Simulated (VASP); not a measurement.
Here is a VASP 6.6.1 calculation.

Contents of INCAR:

```
SYSTEM = Ir
  PREC = Accurate
  ENCUT = 520
  EDIFF = 1E-7
  ISMEAR = -1
  SIGMA = 0.05
  LREAL = .FALSE.
  LASPH = .TRUE.
  NELM = 80
  ALGO = Normal
  ISIF = 2
  LWAVE = .FALSE.
  LCHARG = .FALSE.
  GGA = PE
  NBANDS = 10
```

KPOINTS

```
Automatic mesh
0
G
  15 15 15
  0 0 0
```

The input POSCAR:

```
Ir
1.0
    0.0000000000      1.9197000000      1.9772910000
    1.9197000000      0.0000000000      1.9772910000
    1.9197000000      1.9197000000      0.0000000000
Ir
1
Direct
    0.0000000000      0.0000000000      0.0000000000
```

Potentials or basis: VASP PAW PBE potentials, release 64 (Ir).

The run is started by

```sh
$ cat potpaw_PBE.64/Ir/POTCAR > POTCAR
$ mpirun -np 1 vasp_std > vasp.out
```

Task: What does it give for the pressure?

Result: -1.2 GPa.

Stress tensor (GPa, compression positive):
```
 2.39  0.00  0.00
 0.00  2.39  0.00
 0.00  0.00 -8.40
```

Caveat: the cell differs from its parent crystal (zz strain of +3 %).
